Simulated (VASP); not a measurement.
# Zn3Se2S in VASP: a series of runs

Zn3Se2S is run at these levels: PBE; tasks: single point.

Everything below comes from runs of VASP 6.6.1. Logs are shortened: lines on timing, memory, paths and dates and some standing lists are left out, and cuts for length are marked.

## 1. The cell of the first run

The typed cell holds 12 atoms: a = 4.000 Å, b = 7.997 Å, c = 8.872 Å, α = 103.14°, β = 102.98°, γ = 89.97°.

## 2. Single point, PBE

Contents of INCAR:

```
PREC = Accurate
ENCUT = 520
EDIFF = 1E-6
ISMEAR = 0
SIGMA = 0.1
LREAL = F
LASPH = T
NELM = 100
ALGO = Normal
ISIF = 2
LWAVE = F
LCHARG = F
GGA = PE
NBANDS = 66
```

Contents of KPOINTS:

```
regular mesh
0
Gamma
  4 2 4
```

Contents of POSCAR:

```
Zn3Se2S
1.0
    3.9995189288     -0.0009885528     -0.0021734699
    0.0020013098     -7.9974534898      0.0078889859
   -1.9960989237      2.0077734342     -8.4082116465
Zn Se S
6 4 2
Direct
    0.1720439085      0.5859952505      0.3450188448
    0.1727570722      0.0859884586      0.3449736576
    0.4982760317      0.7503908401      0.0001638639
    0.5004977760      0.2501763011      0.0000072720
    0.8277156285      0.9132238943      0.6547785221
    0.8276077931      0.4134533994      0.6550783146
    0.9125493688      0.7068641123      0.8274968225
    0.9145671549      0.2067306754      0.8273766921
    0.5861888722      0.5434662549      0.1724896424
    0.5869261518      0.0436696878      0.1725491801
    0.2504347524      0.8750054184      0.4999549619
    0.2504354899      0.3750357072      0.5001122261
```

Potentials or basis: VASP PAW PBE potentials, release 64 (Zn, Se, S).

Command:

```bash
> cat potpaw_PBE.64/Zn/POTCAR potpaw_PBE.64/Se/POTCAR potpaw_PBE.64/S/POTCAR > POTCAR
> mpirun -np 1 vasp_std > vasp.out
```

OUTCAR:

```text
PREC = Accurate
   ENCUT = 520
   EDIFF = 1E-6
   ISMEAR = 0
   LREAL = F
   LASPH = T
   NELM = 100
   ISIF = 2
   GGA = PE

 ion  position               nearest neighbor table
   1  0.172  0.586  0.345-  11 2.39  12 2.39   9 2.47   9 2.47
   2  0.173  0.086  0.345-  11 2.39  12 2.39  10 2.47  10 2.47
   3  0.498  0.750  0.000-  10 2.47   7 2.47   9 2.47   7 2.47
   4  0.500  0.250  0.000-   9 2.47  10 2.47   8 2.47   8 2.47
   5  0.828  0.913  0.655-  11 2.39  11 2.39   7 2.47   8 2.47
   6  0.828  0.413  0.655-  12 2.39  12 2.39   7 2.47   8 2.47
   7  0.913  0.707  0.827-   6 2.47   5 2.47   3 2.47   3 2.47
   8  0.915  0.207  0.827-   6 2.47   5 2.47   4 2.47   4 2.47
   9  0.586  0.543  0.172-   4 2.47   1 2.47   1 2.47   3 2.47
  10  0.587  0.044  0.173-   3 2.47   2 2.47   2 2.47   4 2.47
  11  0.250  0.875  0.500-   5 2.39   1 2.39   2 2.39   5 2.39
  12  0.250  0.375  0.500-   6 2.39   6 2.39   2 2.39   1 2.39

  LATTYP: Found a triclinic cell.
 ALAT       =    10.5124576693
 B/A-ratio  =     0.7607600318
 C/A-ratio  =     0.3804552434
 COS(alpha) =     0.0004968749
 COS(beta)  =     0.1913413507
 COS(gamma) =     0.5691227501

  Lattice vectors:

 A1 = (  -2.0054213149,   5.9906686084,   8.4024961305)
 A2 = (  -0.0020013098,   7.9974534898,  -0.0078889859)
 A3 = (  -3.9995189288,   0.0009885528,   0.0021734699)

Analysis of symmetry for initial positions (statically):
=====================================================================
 Subroutine PRICEL returns:
 Original cell was already a primitive cell.

 Routine SETGRP: Setting up the symmetry group for a
 triclinic supercell.

 Subroutine GETGRP returns: Found  1 space group operations
 (whereof  1 operations were pure point group operations)
 out of a pool of  2 trial point group operations.

The static configuration has the point symmetry C_1 .

Analysis of symmetry for dynamics (positions and initial velocities):
=====================================================================
 Subroutine PRICEL returns:
 Original cell was already a primitive cell.

 Routine SETGRP: Setting up the symmetry group for a
 triclinic supercell.

 Subroutine GETGRP returns: Found  1 space group operations
 (whereof  1 operations were pure point group operations)
 out of a pool of  2 trial point group operations.

The dynamic configuration has the point symmetry C_1 .

 Subroutine INISYM returns: Found  1 space group operations
 (whereof  1 operations are pure point group operations),
 and found     1 'primitive' translations

----------------------------------------------------------------------------------------

                                     Primitive cell

  volume of cell :     268.9161

  direct lattice vectors                    reciprocal lattice vectors
     3.999518929 -0.000988553 -0.002173470     0.249997820  0.000004017 -0.059348210
     0.002001310 -7.997453490  0.007888986    -0.000047137 -0.125069263 -0.029853751
    -1.996098924  2.007773434 -8.408211646    -0.000064667 -0.000117347 -0.118944024

  length of vectors
     3.999519642  7.997457631  8.872067863     0.256945753  0.128582927  0.118944099

  position of ions in fractional coordinates (direct lattice)
     0.172043909  0.585995250  0.345018845
     0.172757072  0.085988459  0.344973658
     0.498276032  0.750390840  0.000163864
     0.500497776  0.250176301  0.000007272
     0.827715629  0.913223894  0.654778522
     0.827607793  0.413453399  0.655078315
     0.912549369  0.706864112  0.827496823
     0.914567155  0.206730675  0.827376692
     0.586188872  0.543466255  0.172489642
     0.586926152  0.043669688  0.172549180
     0.250434752  0.875005418  0.499954962
     0.250435490  0.375035707  0.500112226

  ion indices of the primitive-cell ions
   primitive index   ion index
                 1           1
                 2           2
                 3           3
                 4           4
                 5           5
                 6           6
                 7           7
                 8           8
                 9           9
                10          10
                11          11
                12          12

----------------------------------------------------------------------------------------

 KPOINTS: regular mesh

Automatic generation of k-mesh.
 Grid dimensions read from file:
 generate k-points for:    4    2    4

 Generating k-lattice:

  Cartesian coordinates                     Fractional coordinates (reciprocal lattice)
     0.062499455  0.000001004 -0.014837053     0.250000000  0.000000000  0.000000000
    -0.000023568 -0.062534631 -0.014926875     0.000000000  0.500000000  0.000000000
    -0.000016167 -0.000029337 -0.029736006     0.000000000 -0.000000000  0.250000000

  Length of vectors
     0.064236438  0.064291463  0.029736025

  Shift w.r.t. Gamma in fractional coordinates (k-lattice)
     0.000000000  0.000000000  0.000000000

 Subroutine IBZKPT returns following result:
 ===========================================

 Found     20 irreducible k-points:

 Following reciprocal coordinates:
            Coordinates               Weight
  0.000000  0.000000  0.000000      1.000000
  0.250000  0.000000  0.000000      2.000000
  0.500000  0.000000  0.000000      1.000000
 -0.000000  0.500000  0.000000      1.000000
  0.250000  0.500000  0.000000      2.000000
  0.500000  0.500000  0.000000      1.000000
[... 12 lines left out ...]
  0.250000  0.500000  0.500000      2.000000
  0.500000  0.500000  0.500000      1.000000
   k-points           NKPTS =     20   k-points in BZ     NKDIM =     20   number of bands    NBANDS=     66
   number of dos      NEDOS =    301   number of ions     NIONS =     12
   total plane-waves  NPLWV = 126000
   dimension x,y,z NGX =    30 NGY =   60 NGZ =   70
   dimension x,y,z NGXF=    60 NGYF=  120 NGZF=  140
   ions per type =               6   4   2
   NGX,Y,Z   is equivalent  to a cutoff of  12.47, 12.47, 13.12 a.u.
   NGXF,Y,Z  is equivalent  to a cutoff of  24.94, 24.94, 26.23 a.u.
 SYSTEM =  unknown system
   PREC   = accura    normal or accurate (medium, high low for compatibility)
   ISTART =      0    job   : 0-new  1-cont  2-samecut
   ICHARG =      2    charge: 1-file 2-atom 10-const
   ISPIN  =      1    spin polarized calculation?
   LNONCOLLINEAR =      F non collinear calculations
   LSORBIT =      F    spin-orbit coupling
   LASPH  =      T    aspherical Exc in radial PAW
   ENCUT  =  520.0 eV  38.22 Ry    6.18 a.u.   7.44 14.87 16.50*2*pi/ulx,y,z
   NELM   =    100;   NELMIN=  2; NELMDL= -5     # of ELM steps
   EDIFF  = 0.1E-05   stopping-criterion for ELM
   LREAL  =      F    real-space projection
   EDIFFG = 0.1E-04   stopping-criterion for IOM
   NSW    =      0    number of steps for IOM
   IBRION =     -1    ionic relax: 0-MD 1-quasi-New 2-CG
   NFREE  =      0    steps in history (QN), initial steepest desc. (CG)
   ISIF   =      2    stress and relaxation
   ISYM   =      2    0-nonsym 1-usesym 2-fastsym
   POTIM  = 0.5000    time-step for ionic-motion
   TEBEG  =    0.0;   TEEND  =   0.0 temperature during run
   PSTRESS=    0.0 pullay stress
   NELECT =     108.0000    total number of electrons
   NUPDOWN=      -1.0000    fix difference up-down
   EMIN   =  10.00;   EMAX   =-10.00  energy-range for DOS
   EFERMI =   0.00;   METHOD = LEGACY
   ISMEAR =     0;   SIGMA  =   0.10  broadening in eV -4-tet -1-fermi 0-gaus
   EFERMI_NEDOS =   21; number of points for ismear=-14 and -15
   IALGO  =     38    algorithm
   IMIX   =      4    mixing-type and parameters
     AMIX     =   0.40;   BMIX     =  1.00
     AMIX_MAG =   1.60;   BMIX_MAG =  1.00
  volume/ion in A,a.u.               =      22.41       151.23
  Fermi-wavevector in a.u.,A,eV,Ry     =   1.207843  2.282492 19.849330  1.458885
  Thomas-Fermi vector in A             =   2.343469
   LORBIT       =      0    0 simple, 1 ext, 2 COOP (PROOUT), +10 PAW based schemes
   GGA     = PE    functional components
   LHFCALC =     F    Hartree Fock is set to
   AEXX    =    0.0000 exact exchange contribution
   IVDW    =     0    specifies the selected vdW correction
   LEPSILON=     F    determine dielectric tensor
   LRPA    =     F    only Hartree local field effects (RPA)
 non-spin polarized calculation
 Gauss-broadening in eV      SIGMA  =   0.10
  energy-cutoff  :      520.00
  volume of cell :      268.92
 maximum number of plane-waves:      7262
 NGX is ok and might be reduce to    30
   NGX = 15   NGY = 29   NGZ = 33

 number of electron     108.0000010 magnetization

 Free energy of the ion-electron system (eV)
  ---------------------------------------------------
  ext. energy  EPLUGINS =         0.00000000
  ---------------------------------------------------
  free energy    TOTEN  =       -37.62103670 eV

  energy without entropy =      -37.62103670  energy(sigma->0) =      -37.62103670

 E-fermi :   1.9732     XC(G=0):  -9.2767

 val. band max:        1.5410400055   @ k =   0.0000   0.0000   0.0000
 cond. band min:       2.9014999837   @ k =   0.0000   0.0000   0.0000
 fundamental gap:      1.3604599781
 Fermi energy:         1.9732205924

 k-point     1 :       0.0000    0.0000    0.0000
  band No.  band energies     occupation
      1     -11.5098      2.00000
      2     -10.7667      2.00000
      3     -10.7574      2.00000
      4     -10.7393      2.00000
      5     -10.7344      2.00000
      6     -10.7209      2.00000
[... 58 lines left out ...]
     65       7.5167      0.00000
     66       7.5405      0.00000

 k-point     2 :       0.2500    0.0000    0.0000
  band No.  band energies     occupation
      1     -11.2454      2.00000
      2     -10.7798      2.00000
      3     -10.6321      2.00000
      4     -10.6008      2.00000
      5     -10.5976      2.00000
      6     -10.5883      2.00000
[... 1300 lines left out ...]
     65       7.3234      0.00000
     66       7.3331      0.00000

------------------------ aborting loop because EDIFF is reached ----------------------------------------

  FORCE on cell =-STRESS in cart. coord.  units (eV):
  Direction    XX          YY          ZZ          XY          YZ          ZX
  --------------------------------------------------------------------------------------
  -------------------------------------------------------------------------------------
  Total        0.3236836      0.3667904      0.2700268      0.0151467      0.1221600      0.0512988
  in kB        1.9284772      2.1853034      1.6087948      0.0902425      0.7278182      0.3056334
  external PRESSURE =       1.9075251 kB  Pullay stress =       0.0000000 kB

 VOLUME and BASIS-vectors are now :
 -----------------------------------------------------------------------------
  energy-cutoff  :      520.00
  volume of cell :      268.92
      direct lattice vectors                 reciprocal lattice vectors
     3.999518929 -0.000988553 -0.002173470     0.249997820  0.000004017 -0.059348210
     0.002001310 -7.997453490  0.007888986    -0.000047137 -0.125069263 -0.029853751
    -1.996098924  2.007773434 -8.408211646    -0.000064667 -0.000117347 -0.118944024

 POSITION                                       TOTAL-FORCE (eV/Angst)
 -----------------------------------------------------------------------------------
      0.00057     -3.99392     -2.89674         0.006483      0.000665     -0.007502
      0.00252      0.00477     -2.90031         0.004306     -0.007001     -0.012518
      1.99404     -6.00138      0.00346         0.006534      0.005020      0.007604
      2.00224     -2.00125      0.00082         0.002267     -0.002220      0.009926
      2.00529     -5.98964     -5.50011        -0.003032     -0.005357      0.000730
      2.00326     -1.99214     -5.50657         0.000738     -0.000596      0.009729
      1.99941     -3.99259     -6.95418         0.004090     -0.003417     -0.008148
      2.00672      0.00696     -6.95712        -0.005628      0.000842     -0.008010
      2.00125     -4.00061     -1.44732        -0.002517      0.000422     -0.000023
      2.00308     -0.00339     -1.45176        -0.006901      0.009188     -0.000627
      0.00541     -5.99427     -4.19737        -0.001282      0.002083      0.003919
      0.00410     -1.99547     -4.20264        -0.005058      0.000372      0.004920
 -----------------------------------------------------------------------------------
    total drift:                               -0.000634     -0.000881     -0.000508

  FREE ENERGIE OF THE ION-ELECTRON SYSTEM (eV)
  ---------------------------------------------------
  free  energy   TOTEN  =       -37.6210367020 eV

  energy  without entropy=      -37.6210367019  energy(sigma->0) =      -37.62103670
```

It took 3.9 min on 1 thread of AMD EPYC 9R45 (Zen 5), shared host; peak memory 0.46 GiB.

What came out:

| Property | Result |
| --- | --- |
| Free energy | -37.6210 eV |
| Pressure | 0.2 GPa |
| Largest force | 0.015 eV/Å |
| Band gap on the k mesh | 1.36 eV |

Forces in eV/Å, atoms in the order of the input:
```
Zn   0.006  0.001 -0.008
Zn   0.004 -0.007 -0.013
Zn   0.007  0.005  0.008
Zn   0.002 -0.002  0.010
Zn  -0.003 -0.005  0.001
Zn   0.001 -0.001  0.010
Se   0.004 -0.003 -0.008
Se  -0.006  0.001 -0.008
Se  -0.003  0.000  0.000
Se  -0.007  0.009 -0.001
S   -0.001  0.002  0.004
S   -0.005  0.000  0.005
```

[end of part 1 of 2]
